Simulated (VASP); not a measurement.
Set up this calculation in VASP 6.6.1, as the native input.

* Task: single point
* Functional: PBE
* Potentials or basis: VASP PAW PBE potentials, release 64 (W_sv)
* Cutoff: 520 eV
* k mesh: 14 × 14 × 14
* Occupations: methfessel-paxton, width 1 eV
* Spin: no spin polarisation
* Dipole correction: no
* Further INCAR settings: ALGO = Normal; EDIFF = 1e-06; NBANDS = 13

The structure of W lies in POSCAR:

```
W
1.0
   -1.5921723362      1.5921723362      1.5921723362
    1.5921723362     -1.5921723362      1.5921723362
    1.5921723362      1.5921723362     -1.5921723362
W
1
Direct
    0.0000000000      0.0000000000      0.0000000000
```

The input as run:

INCAR

```
SYSTEM = W
ALGO = Normal
EDIFF = 1E-6
ENCUT = 520
GGA = PE
ISIF = 2
ISMEAR = 1
LASPH = .TRUE.
LCHARG = .FALSE.
LREAL = .FALSE.
LWAVE = .FALSE.
NBANDS = 13
NELM = 80
PREC = Accurate
SIGMA = 1.0
```

KPOINTS

```
k-points
0
G
  14 14 14
  0 0 0
```

Potentials or basis: VASP PAW PBE potentials, release 64 (W_sv).

Command:

```sh
$ cat potpaw_PBE.64/W_sv/POTCAR > POTCAR
$ mpirun -np 1 vasp_std > vasp.out
```

Results of the run:

```yaml
Pressure: -0.3 GPa
Band_gap_on_the_k_mesh: zero (band 7 reaches 16.21 eV, above the bottom of band 8 at 9.98 eV)
```

Caveat: spin-orbit coupling is left out, which moves the levels of the heavy elements.

Wall time 22 s on 1 thread of Intel Xeon 8259CL, with other jobs on the host, peak memory 0.15 GiB.
